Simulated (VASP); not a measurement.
# Ir in VASP: relaxation of the atoms with PBEsol

Aim: the relaxation of the atoms of Ir with PBEsol.

Program: VASP 6.6.1. These are calculated values, not measurements. Logs are shortened: lines on timing, memory, paths and dates and some standing lists are left out, and cuts for length are marked.

### Step 1. The cell of the first run

The cell holds a slab with vacuum, 6 atoms: a = 2.709 Å, b = 2.709 Å, c = 27.060 Å, α = 90.00°, β = 90.00°, γ = 120.00°.

### Step 2. Relaxation of the atoms, PBEsol

Input file INCAR:

```
PREC = Accurate
ENCUT = 520
EDIFF = 1E-6
ISMEAR = -1
SIGMA = 0.08
LREAL = F
LASPH = T
NELM = 80
ALGO = Normal
ISIF = 2
LWAVE = F
LCHARG = F
LDIPOL = T
IDIPOL = 3
DIPOL = 0.5 0.5 0.500
GGA = PS
IBRION = 2
NSW = 60
EDIFFG = -0.01
KPAR = 4
```

Input file KPOINTS:

```
Automatic mesh
0
Gamma
  14 14 1
```

Input file POSCAR:

```
Ir
1.0
    2.7091695293      0.0000000000      0.0000000000
   -1.3545847646      2.3462096355      0.0000000000
    0.0000000000      0.0000000000     27.0601000000
Ir
6
Direct
    0.1666666665      0.3333333335      0.2956375199
    0.5000000005      0.9999999995      0.3773825118
    0.8333333335      0.6666666665      0.4591275037
    0.1666666665      0.3333333335      0.5408724956
    0.5000000005      0.9999999995      0.6226174882
    0.8333333335      0.6666666665      0.7043624801
```

Potentials or basis: VASP PAW PBE potentials, release 64 (Ir).

The run is started by

```console
$ cat potpaw_PBE.64/Ir/POTCAR > POTCAR
$ mpirun -np 4 vasp_std > vasp.out
```

OUTCAR:

```text
PREC = Accurate
   ENCUT = 520
   EDIFF = 1E-6
   ISMEAR = -1
   LREAL = F
   LASPH = T
   NELM = 80
   ISIF = 2
   GGA = PS
   IBRION = 2
   NSW = 60
   EDIFFG = -0.01

 ion  position               nearest neighbor table
   1  0.167  0.333  0.296-   2 2.71   2 2.71   2 2.71
   2  0.500  1.000  0.377-   1 2.71   3 2.71   1 2.71   3 2.71   3 2.71   1 2.71
   3  0.833  0.667  0.459-   4 2.71   2 2.71   4 2.71   2 2.71   4 2.71   2 2.71
   4  0.167  0.333  0.541-   3 2.71   3 2.71   3 2.71   5 2.71   5 2.71   5 2.71
   5  0.500  1.000  0.623-   6 2.71   6 2.71   6 2.71   4 2.71   4 2.71   4 2.71
   6  0.833  0.667  0.704-   5 2.71   5 2.71   5 2.71

  LATTYP: Found a hexagonal cell.
 ALAT       =     2.7091695293
 C/A-ratio  =     9.9883376464

  Lattice vectors:

 A1 = (   2.7091695293,   0.0000000000,   0.0000000000)
 A2 = (  -1.3545847646,   2.3462096355,   0.0000000000)
 A3 = (   0.0000000000,   0.0000000000,  27.0601000000)

Analysis of symmetry for initial positions (statically):
=====================================================================
 Subroutine PRICEL returns:
 Original cell was already a primitive cell.

 Routine SETGRP: Setting up the symmetry group for a
 hexagonal supercell.

 Subroutine GETGRP returns: Found 12 space group operations
 (whereof  4 operations were pure point group operations)
 out of a pool of 24 trial point group operations.

The static configuration has the point symmetry C_2h.
 The point group associated with its full space group is D_3d.

Analysis of symmetry for dynamics (positions and initial velocities):
=====================================================================
 Subroutine PRICEL returns:
 Original cell was already a primitive cell.

 Routine SETGRP: Setting up the symmetry group for a
 hexagonal supercell.

 Subroutine GETGRP returns: Found 12 space group operations
 (whereof  4 operations were pure point group operations)
 out of a pool of 24 trial point group operations.

The dynamic configuration has the point symmetry C_2h.
 The point group associated with its full space group is D_3d.

 Subroutine INISYM returns: Found 12 space group operations
 (whereof  4 operations are pure point group operations),
 and found     1 'primitive' translations

[... 123 lines left out ...]
  Fermi-wavevector in a.u.,A,eV,Ry     =   1.112659  2.102620 16.844139  1.238009
  Thomas-Fermi vector in A             =   2.249235
   LORBIT       =      0    0 simple, 1 ext, 2 COOP (PROOUT), +10 PAW based schemes
   GGA     = PS    functional components
   LHFCALC =     F    Hartree Fock is set to
   AEXX    =    0.0000 exact exchange contribution
   IVDW    =     0    specifies the selected vdW correction
   LEPSILON=     F    determine dielectric tensor
   LRPA    =     F    only Hartree local field effects (RPA)
 conjugate gradient relaxation of ions
 non-spin polarized calculation
  energy-cutoff  :      520.00
  volume of cell :      172.00
 maximum number of plane-waves:      4677
   NGX = 11   NGY = 11   NGZ =101

--------------------------------------- Ionic step        1  -------------------------------------------

 number of electron      54.0000000 magnetization

 Free energy of the ion-electron system (eV)
  ---------------------------------------------------
  ext. energy  EPLUGINS =         0.00000000
  ---------------------------------------------------
  free energy    TOTEN  =       -56.83172668 eV

  energy without entropy =      -56.69261121  energy(sigma->0) =      -56.76216894

------------------------ aborting loop because EDIFF is reached ----------------------------------------

  FORCE on cell =-STRESS in cart. coord.  units (eV):
  Direction    XX          YY          ZZ          XY          YZ          ZX
  --------------------------------------------------------------------------------------
  -------------------------------------------------------------------------------------
  Total       -4.6098685     -4.6098685     -2.3261517     -0.0000000      0.0000000     -0.0000000
  in kB      -42.9404636    -42.9404636    -21.6678700     -0.0000000      0.0000000     -0.0000000
  external PRESSURE =     -35.8495991 kB  Pullay stress =       0.0000000 kB
[... 101 lines left out ...]
  FREE ENERGIE OF THE ION-ELECTRON SYSTEM (eV)
  ---------------------------------------------------
  free  energy   TOTEN  =       -56.8489428636 eV

  energy  without entropy=      -56.7105138339  energy(sigma->0) =      -56.77972835

[... ionic steps 4 to 7 ...]

--------------------------------------- Ionic step        8  -------------------------------------------

 number of electron      53.9999999 magnetization

------------------------ aborting loop because EDIFF is reached ----------------------------------------
[... 75 lines left out ...]
--------------------------------------- Ionic step       10  -------------------------------------------

 number of electron      54.0000001 magnetization

 dipolmoment           0.000000      0.000000      0.000000 electrons x Angstroem

 Free energy of the ion-electron system (eV)
  ---------------------------------------------------
  ext. energy  EPLUGINS =         0.00000000
  ---------------------------------------------------
  free energy    TOTEN  =       -56.85166033 eV

  energy without entropy =      -56.71376890  energy(sigma->0) =      -56.78271462

 E-fermi :   2.1759     XC(G=0):  -7.6316

 val. band max:        2.1748814292   @ k =   0.2857  -0.0000   0.0000
 cond. band min:       2.1964066538   @ k =   0.2143   0.0714   0.0000
 fundamental gap:      0.0215252246
 Fermi energy:         2.1758628777

 k-point     1 :       0.0000    0.0000    0.0000
  band No.  band energies     occupation
      1      -8.7803      2.00000
      2      -8.0285      2.00000
      3      -6.9421      2.00000
      4      -6.1218      2.00000
      5      -5.7745      2.00000
      6      -5.7337      2.00000
[... 829 lines left out ...]
     31       7.2435      0.00000
     32       7.3122      0.00000

------------------------ aborting loop because EDIFF is reached ----------------------------------------

 vacuum level on the upper side and lower side of the slab       (xc-potential included)        -0.055        -0.055

  FORCE on cell =-STRESS in cart. coord.  units (eV):
  Direction    XX          YY          ZZ          XY          YZ          ZX
  --------------------------------------------------------------------------------------
  -------------------------------------------------------------------------------------
  Total       -3.7939719     -3.7939719      0.0137185     -0.0000000      0.0000000      0.0000000
  in kB      -35.3404681    -35.3404681      0.1277863     -0.0000000      0.0000000      0.0000000
  external PRESSURE =     -23.5177167 kB  Pullay stress =       0.0000000 kB
[... 21 lines left out ...]
  FREE ENERGIE OF THE ION-ELECTRON SYSTEM (eV)
  ---------------------------------------------------
  free  energy   TOTEN  =       -56.8516603333 eV

  energy  without entropy=      -56.7137689035  energy(sigma->0) =      -56.78271462

 reached required accuracy - stopping structural energy minimisation

 vacuum level on the upper side and lower side of the slab         7.728         7.728
```

CONTCAR:

```text
Ir
   1.00000000000000
     2.7091695293000000    0.0000000000000000    0.0000000000000000
    -1.3545847646000000    2.3462096355000002    0.0000000000000000
     0.0000000000000000    0.0000000000000000   27.0600999999999985
  Ir
     6
Direct
     0.1666666664999994    0.3333333335000006    0.2972376357699028
     0.5000000005000018    0.9999999994999982    0.3774350950035368
     0.8333333335000006    0.6666666664999994    0.4589372881090612
     0.1666666664999994    0.3333333335000006    0.5410627111909403
     0.5000000005000018    0.9999999994999982    0.6225649049964630
     0.8333333335000006    0.6666666664999994    0.7027623642300972

  0.00000000E+00  0.00000000E+00  0.00000000E+00
  0.00000000E+00  0.00000000E+00  0.00000000E+00
  0.00000000E+00  0.00000000E+00  0.00000000E+00
  0.00000000E+00  0.00000000E+00  0.00000000E+00
  0.00000000E+00  0.00000000E+00  0.00000000E+00
  0.00000000E+00  0.00000000E+00  0.00000000E+00
```

It took 9.3 min on 4 MPI ranks of Oxide Virtual Turin-like, shared host; peak memory 0.31 GiB.

Results:

```
Free energy                  : -56.8517 eV
Energy gained by relaxing    : 3.3 meV/atom
Ionic steps                  : 10
Largest force after relaxing : 0.008 eV/Å
```

Forces on the atoms (eV/Å):
```
Ir   0.000  0.000 -0.008
Ir   0.000  0.000 -0.001
Ir   0.000  0.000  0.007
Ir   0.000  0.000 -0.007
Ir   0.000  0.000  0.001
Ir   0.000  0.000  0.008
```

The path:
```
step  energy change (eV)  largest force (eV/Å)  pressure (GPa)
   1              0.0000                0.4366           -3.58
   2             -0.0172                0.0732           -3.00
   3             -0.0172                0.0858           -2.98
   4             -0.0181                0.0538           -2.87
   5             -0.0188                0.1133           -2.67
   6             -0.0193                0.0849           -2.58
   7             -0.0199                0.0357           -2.43
   8             -0.0194                0.0690           -2.13
   9             -0.0199                0.0103           -2.36
  10             -0.0199                0.0076           -2.35
```

Final structure:
```cif
data_structure
_symmetry_space_group_name_H-M 'P 1'
_symmetry_Int_Tables_number 1
_cell_length_a 2.7092
_cell_length_b 2.7092
_cell_length_c 27.0601
_cell_angle_alpha 90.000
_cell_angle_beta 90.000
_cell_angle_gamma 120.000
_cell_volume 172.00
loop_
_atom_site_label
_atom_site_type_symbol
_atom_site_fract_x
_atom_site_fract_y
_atom_site_fract_z
_atom_site_occupancy
Ir1 Ir 0.16667 0.33333 0.29724 1
Ir2 Ir 0.50000 0.00000 0.37744 1
Ir3 Ir 0.83333 0.66667 0.45894 1
Ir4 Ir 0.16667 0.33333 0.54106 1
Ir5 Ir 0.50000 0.00000 0.62256 1
Ir6 Ir 0.83333 0.66667 0.70276 1
```

Levels at points of the mesh, in eV from the Fermi level:
| k point | band 22 | band 23 | band 24 | band 25 | band 26 | band 27 | band 28 | band 29 | band 30 | band 31 |
| --- | --- | --- | --- | --- | --- | --- | --- | --- | --- | --- |
| (0.00, 0.00, 0.00) | -3.04 | -2.35 | -1.21 | -1.21 | -1.20 | -1.20 | -0.89 | -0.89 | -0.36 | -0.24 |
| (0.50, 0.00, 0.00) | 0.20 | 0.21 | 0.80 | 0.97 | 1.03 | 1.08 | 1.15 | 1.36 | 1.63 | 1.65 |

Caveat: the highest band is partly filled, so the run has too few bands; the PAW data sets were made with another functional, which shifts forces and pressure a little; spin-orbit coupling is left out, which moves the levels of the heavy elements.
